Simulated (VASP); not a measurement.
# CdSe (I-4m2) in VASP: further runs

Runs on CdSe. Level: LDA. Tasks: single point.

Everything below comes from runs of VASP 6.6.1. Logs are shortened: lines on timing, memory, paths and dates and some standing lists are left out, and cuts for length are marked.

## Step 1: The cell of the first run

It takes space group I-4m2 (No. 119, tetragonal). Conventional cell: a = 4.163 Å, b = 4.163 Å, c = 6.080 Å, α = 90.00°, β = 90.00°, γ = 90.00°. Cd (site symmetry -4m2) has 4 Se at 2.58 Å within 3.4 Å. Se (site symmetry -4m2) has 4 Cd at 2.58 Å within 3.4 Å.

## Step 2: Single point, LDA (in-plane strain -0.02)

INCAR reads:

```
SYSTEM = CdSe
PREC = Accurate
ENCUT = 520
EDIFF = 1E-7
ISMEAR = 0
SIGMA = 0.01
LREAL = .False.
LASPH = .True.
NELM = 100
ALGO = Normal
ISIF = 2
LWAVE = .False.
LCHARG = .False.
GGA = CA
NBANDS = 16
```

KPOINTS reads:

```
regular mesh
0
Gamma
  6 6 6
  0 0 0
```

POSCAR reads:

```
CdSe
1.0
    2.9439138029      2.9439138029      0.0000000000
   -2.9439138029      2.9439138029      0.0000000000
    0.0000000000      2.9439138029      3.0400416005
Cd Se
1 1
Direct
    0.0000000000      0.0000000000      0.0000000000
    0.7500000000      0.2500000000      0.5000000000
```

Potentials or basis: VASP PAW LDA potentials, release 64 (Cd, Se).

Started as:

```
$ cat potpaw_LDA.64/Cd/POTCAR potpaw_LDA.64/Se/POTCAR > POTCAR
$ mpirun -np 1 vasp_std > vasp.out
```

OUTCAR:

```text
SYSTEM = CdSe
   PREC = Accurate
   ENCUT = 520
   EDIFF = 1E-7
   ISMEAR = 0
   LREAL = .False.
   LASPH = .True.
   NELM = 100
   ISIF = 2
   GGA = CA

 ion  position               nearest neighbor table
   1  0.000  0.000  0.000-   2 2.58   2 2.58   2 2.58   2 2.58
   2  0.750  0.250  0.500-   1 2.58   1 2.58   1 2.58   1 2.58

  LATTYP: Found a body centered tetragonal cell.
 ALAT       =     4.1633228265
 C/A-ratio  =     1.4603919644

  Lattice vectors:

 A1 = (   2.9439138029,   0.0000000000,  -3.0400416005)
 A2 = (  -2.9439138029,   0.0000000000,  -3.0400416005)
 A3 = (   0.0000000000,   2.9439138029,   3.0400416005)

Analysis of symmetry for initial positions (statically):
=====================================================================
 Subroutine PRICEL returns:
 Original cell was already a primitive cell.

 Routine SETGRP: Setting up the symmetry group for a
 body centered tetragonal supercell.

 Subroutine GETGRP returns: Found  8 space group operations
 (whereof  8 operations were pure point group operations)
 out of a pool of 16 trial point group operations.

The static configuration has the point symmetry D_2d.

Analysis of symmetry for dynamics (positions and initial velocities):
=====================================================================
 Subroutine PRICEL returns:
 Original cell was already a primitive cell.

 Routine SETGRP: Setting up the symmetry group for a
 body centered tetragonal supercell.

 Subroutine GETGRP returns: Found  8 space group operations
 (whereof  8 operations were pure point group operations)
 out of a pool of 16 trial point group operations.

The dynamic configuration has the point symmetry D_2d.

 Subroutine INISYM returns: Found  8 space group operations
 (whereof  8 operations are pure point group operations),
 and found     1 'primitive' translations

----------------------------------------------------------------------------------------

                                     Primitive cell

  volume of cell :      52.6938

  direct lattice vectors                    reciprocal lattice vectors
     2.943913803  2.943913803  0.000000000     0.169841929  0.169841929 -0.164471434
    -2.943913803  2.943913803  0.000000000    -0.169841929  0.169841929 -0.164471434
     0.000000000  2.943913803  3.040041600     0.000000000  0.000000000  0.328942867

  length of vectors
     4.163322827  4.163322827  4.231841374     0.291107221  0.291107221  0.328942867

  position of ions in fractional coordinates (direct lattice)
     0.000000000  0.000000000  0.000000000
     0.750000000  0.250000000  0.500000000

  ion indices of the primitive-cell ions
   primitive index   ion index
                 1           1
                 2           2

----------------------------------------------------------------------------------------

 KPOINTS: regular mesh

Automatic generation of k-mesh.
 Grid dimensions read from file:
 generate k-points for:    6    6    6

 Generating k-lattice:

  Cartesian coordinates                     Fractional coordinates (reciprocal lattice)
     0.028306988  0.028306988 -0.027411906     0.166666667  0.000000000  0.000000000
    -0.028306988  0.028306988 -0.027411906     0.000000000  0.166666667  0.000000000
     0.000000000  0.000000000  0.054823811     0.000000000  0.000000000  0.166666667

  Length of vectors
     0.048517870  0.048517870  0.054823811

  Shift w.r.t. Gamma in fractional coordinates (k-lattice)
     0.000000000  0.000000000  0.000000000

 Subroutine IBZKPT returns following result:
 ===========================================

 Found     30 irreducible k-points:

 Following reciprocal coordinates:
            Coordinates               Weight
  0.000000  0.000000  0.000000      1.000000
  0.166667  0.000000  0.000000      8.000000
  0.333333  0.000000  0.000000      8.000000
  0.500000  0.000000  0.000000      4.000000
  0.166667  0.166667  0.000000      8.000000
  0.333333  0.166667  0.000000     16.000000
[... 16 lines left out ...]
 -0.333333 -0.333333  0.166667      4.000000
 -0.166667 -0.333333  0.166667     16.000000
 [... further k-points ...]
   k-points           NKPTS =     30   k-points in BZ     NKDIM =     30   number of bands    NBANDS=     16
   number of dos      NEDOS =    301   number of ions     NIONS =      2
   total plane-waves  NPLWV =  32768
   dimension x,y,z NGX =    32 NGY =   32 NGZ =   32
   dimension x,y,z NGXF=    64 NGYF=   64 NGZF=   64
   ions per type =               1   1
   NGX,Y,Z   is equivalent  to a cutoff of  12.78, 12.78, 12.57 a.u.
   NGXF,Y,Z  is equivalent  to a cutoff of  25.56, 25.56, 25.14 a.u.
 SYSTEM =  CdSe
   PREC   = accura    normal or accurate (medium, high low for compatibility)
   ISTART =      0    job   : 0-new  1-cont  2-samecut
   ICHARG =      2    charge: 1-file 2-atom 10-const
   ISPIN  =      1    spin polarized calculation?
   LNONCOLLINEAR =      F non collinear calculations
   LSORBIT =      F    spin-orbit coupling
   LASPH  =      T    aspherical Exc in radial PAW
   ENCUT  =  520.0 eV  38.22 Ry    6.18 a.u.   7.74  7.74  7.87*2*pi/ulx,y,z
   NELM   =    100;   NELMIN=  2; NELMDL= -5     # of ELM steps
   EDIFF  = 0.1E-06   stopping-criterion for ELM
   LREAL  =      F    real-space projection
   EDIFFG = 0.1E-05   stopping-criterion for IOM
   NSW    =      0    number of steps for IOM
   IBRION =     -1    ionic relax: 0-MD 1-quasi-New 2-CG
   NFREE  =      0    steps in history (QN), initial steepest desc. (CG)
   ISIF   =      2    stress and relaxation
   ISYM   =      2    0-nonsym 1-usesym 2-fastsym
   POTIM  = 0.5000    time-step for ionic-motion
   TEBEG  =    0.0;   TEEND  =   0.0 temperature during run
   PSTRESS=    0.0 pullay stress
   NELECT =      18.0000    total number of electrons
   NUPDOWN=      -1.0000    fix difference up-down
   EMIN   =  10.00;   EMAX   =-10.00  energy-range for DOS
   EFERMI =   0.00;   METHOD = LEGACY
   ISMEAR =     0;   SIGMA  =   0.01  broadening in eV -4-tet -1-fermi 0-gaus
   EFERMI_NEDOS =   21; number of points for ismear=-14 and -15
   IALGO  =     38    algorithm
   IMIX   =      4    mixing-type and parameters
     AMIX     =   0.40;   BMIX     =  1.00
     AMIX_MAG =   1.60;   BMIX_MAG =  1.00
  volume/ion in A,a.u.               =      26.35       177.80
  Fermi-wavevector in a.u.,A,eV,Ry     =   1.144403  2.162609 17.818991  1.309659
  Thomas-Fermi vector in A             =   2.281095
   LORBIT       =      0    0 simple, 1 ext, 2 COOP (PROOUT), +10 PAW based schemes
   GGA     = CA    functional components
   LHFCALC =     F    Hartree Fock is set to
   AEXX    =    0.0000 exact exchange contribution
   IVDW    =     0    specifies the selected vdW correction
   LEPSILON=     F    determine dielectric tensor
   LRPA    =     F    only Hartree local field effects (RPA)
 non-spin polarized calculation
 Gauss-broadening in eV      SIGMA  =   0.01
  energy-cutoff  :      520.00
  volume of cell :       52.69
 maximum number of plane-waves:      1430
   NGX = 15   NGY = 15   NGZ = 15

 number of electron      18.0000000 magnetization

 Free energy of the ion-electron system (eV)
  ---------------------------------------------------
  ext. energy  EPLUGINS =         0.00000000
  ---------------------------------------------------
  free energy    TOTEN  =        -6.74115868 eV

  energy without entropy =       -6.74115868  energy(sigma->0) =       -6.74115868

 E-fermi :   1.5027     XC(G=0):  -9.5821

 val. band max:        1.4121715281   @ k =   0.0000   0.0000   0.0000
 cond. band min:       1.8653155479   @ k =   0.0000   0.0000   0.0000
 fundamental gap:      0.4531440198
 Fermi energy:         1.5027466098

 k-point     1 :       0.0000    0.0000    0.0000
  band No.  band energies     occupation
      1     -11.6614      2.00000
      2      -6.8438      2.00000
      3      -6.8277      2.00000
      4      -6.8277      2.00000
      5      -6.3871      2.00000
      6      -6.3728      2.00000
[... 8 lines left out ...]
     15      12.3204      0.00000
     16      12.8746      0.00000

 k-point     2 :       0.1667    0.0000    0.0000
  band No.  band energies     occupation
      1     -11.5527      2.00000
      2      -6.8051      2.00000
      3      -6.7926      2.00000
      4      -6.7410      2.00000
      5      -6.3862      2.00000
      6      -6.3764      2.00000
[... 8 lines left out ...]
     15      11.6476      0.00000
     16      11.8709      0.00000

 k-point     3 :       0.3333    0.0000    0.0000
  band No.  band energies     occupation
      1     -11.3307      2.00000
      2      -6.7494      2.00000
      3      -6.7332      2.00000
      4      -6.4047      2.00000
      5      -6.3694      2.00000
      6      -6.3604      2.00000
[... 8 lines left out ...]
     15      11.9695      0.00000
     16      12.0176      0.00000

 k-point     4 :       0.5000    0.0000    0.0000
  band No.  band energies     occupation
      1     -11.2184      2.00000
      2      -6.7306      2.00000
      3      -6.7113      2.00000
      4      -6.3560      2.00000
      5      -6.3475      2.00000
      6      -6.0355      2.00000
[... 8 lines left out ...]
     15      13.5542      0.00000
     16      13.7536      0.00000

 k-point     5 :       0.1667    0.1667    0.0000
  band No.  band energies     occupation
      1     -11.4076      2.00000
      2      -6.7622      2.00000
      3      -6.7305      2.00000
      4      -6.5868      2.00000
      5      -6.4000      2.00000
      6      -6.3538      2.00000
[... 8 lines left out ...]
     15      12.0097      0.00000
     16      13.5520      0.00000

 k-point     6 :       0.3333    0.1667    0.0000
  band No.  band energies     occupation
      1     -11.2223      2.00000
      2      -6.7069      2.00000
      3      -6.6862      2.00000
      4      -6.3906      2.00000
      5      -6.3782      2.00000
      6      -6.1388      2.00000
[... 8 lines left out ...]
     15      12.4023      0.00000
     16      13.6234      0.00000

 k-point     7 :       0.5000    0.1667    0.0000
  band No.  band energies     occupation
      1     -11.1833      2.00000
      2      -6.7013      2.00000
      3      -6.6681      2.00000
      4      -6.4174      2.00000
      5      -6.3450      2.00000
      6      -6.0135      2.00000
[... 8 lines left out ...]
     15      13.3052      0.00000
     16      13.7990      0.00000

 k-point     8 :      -0.3333    0.1667   -0.0000
  band No.  band energies     occupation
      1     -11.3299      2.00000
      2      -6.7281      2.00000
      3      -6.6954      2.00000
      4      -6.5507      2.00000
      5      -6.3584      2.00000
      6      -6.3397      2.00000
[... 8 lines left out ...]
     15      12.8550      0.00000
     16      13.3086      0.00000

 k-point     9 :      -0.1667    0.1667    0.0000
  band No.  band energies     occupation
      1     -11.5144      2.00000
      2      -6.7752      2.00000
      3      -6.7567      2.00000
      4      -6.7563      2.00000
      5      -6.3975      2.00000
      6      -6.3643      2.00000
[... 8 lines left out ...]
     15      12.6312      0.00000
     16      13.3169      0.00000
[... 172 lines left out ...]
 k-point    19 :       0.3333    0.3333    0.1667
  band No.  band energies     occupation
      1     -11.1833      2.00000
      2      -6.6741      2.00000
      3      -6.6387      2.00000
      4      -6.4765      2.00000
      5      -6.3478      2.00000
      6      -6.1115      2.00000
[... 8 lines left out ...]
     15      13.5485      0.00000
     16      14.6061      0.00000

 k-point    20 :       0.5000    0.3333    0.1667
  band No.  band energies     occupation
      1     -11.1106      2.00000
      2      -6.6581      2.00000
      3      -6.6150      2.00000
      4      -6.4241      2.00000
      5      -6.3723      2.00000
      6      -5.8622      2.00000
[... 8 lines left out ...]
     15      13.4135      0.00000
     16      14.9408      0.00000

 k-point    21 :       0.5000    0.5000    0.1667
  band No.  band energies     occupation
      1     -11.0739      2.00000
      2      -6.6135      2.00000
      3      -6.5994      2.00000
      4      -6.4542      2.00000
      5      -6.3515      2.00000
      6      -5.8253      2.00000
[... 8 lines left out ...]
     15      14.2942      0.00000
     16      14.8630      0.00000

 k-point    22 :      -0.1667    0.5000    0.1667
  band No.  band energies     occupation
      1     -11.1850      2.00000
      2      -6.6616      2.00000
      3      -6.6498      2.00000
      4      -6.4806      2.00000
      5      -6.3498      2.00000
      6      -6.1009      2.00000
[... 8 lines left out ...]
     15      13.8572      0.00000
     16      14.6455      0.00000

 k-point    23 :      -0.3333   -0.3333    0.1667
  band No.  band energies     occupation
      1     -11.0789      2.00000
      2      -6.6295      2.00000
      3      -6.5682      2.00000
      4      -6.4710      2.00000
      5      -6.3436      2.00000
      6      -5.8295      2.00000
[... 8 lines left out ...]
     15      14.2306      0.00000
     16      14.3702      0.00000

 k-point    24 :      -0.1667   -0.3333    0.1667
  band No.  band energies     occupation
      1     -11.1179      2.00000
      2      -6.6570      2.00000
      3      -6.6136      2.00000
      4      -6.4222      2.00000
      5      -6.3676      2.00000
      6      -5.8747      2.00000
[... 8 lines left out ...]
     15      13.3351      0.00000
     16      14.4950      0.00000

 [... further k-points ...]
[... 5 lines left out ...]
  --------------------------------------------------------------------------------------
  -------------------------------------------------------------------------------------
  Total        0.8176867      0.8176867      0.6307046      0.0000000     -0.0000000      0.0000000
  in kB       24.8621005     24.8621005     19.1768314      0.0000000     -0.0000000      0.0000000
  external PRESSURE =      22.9670108 kB  Pullay stress =       0.0000000 kB

 VOLUME and BASIS-vectors are now :
 -----------------------------------------------------------------------------
  energy-cutoff  :      520.00
  volume of cell :       52.69
      direct lattice vectors                 reciprocal lattice vectors
     2.943913803  2.943913803  0.000000000     0.169841929  0.169841929 -0.164471434
    -2.943913803  2.943913803  0.000000000    -0.169841929  0.169841929 -0.164471434
     0.000000000  2.943913803  3.040041600     0.000000000  0.000000000  0.328942867

 POSITION                                       TOTAL-FORCE (eV/Angst)
 -----------------------------------------------------------------------------------
      0.00000      0.00000      0.00000        -0.000000     -0.000000      0.000000
      1.47196      4.41587      1.52002         0.000000      0.000000      0.000000
 -----------------------------------------------------------------------------------
    total drift:                               -0.000000     -0.000000     -0.000000

  FREE ENERGIE OF THE ION-ELECTRON SYSTEM (eV)
  ---------------------------------------------------
  free  energy   TOTEN  =        -6.7411586813 eV

  energy  without entropy=       -6.7411586813  energy(sigma->0) =       -6.74115868
```

It took 7.8 s on 1 thread of Intel Xeon 6975P-C (Granite Rapids), shared host; peak memory 0.16 GiB.

Results:

| Property | Result |
| --- | --- |
| Free energy | -6.7412 eV |
| Pressure | 2.3 GPa |
| Band gap on the k mesh | 0.45 eV, direct |

Caveat: the cell differs from its parent crystal (in-plane strain -0.02).

[end of part 1 of 2]
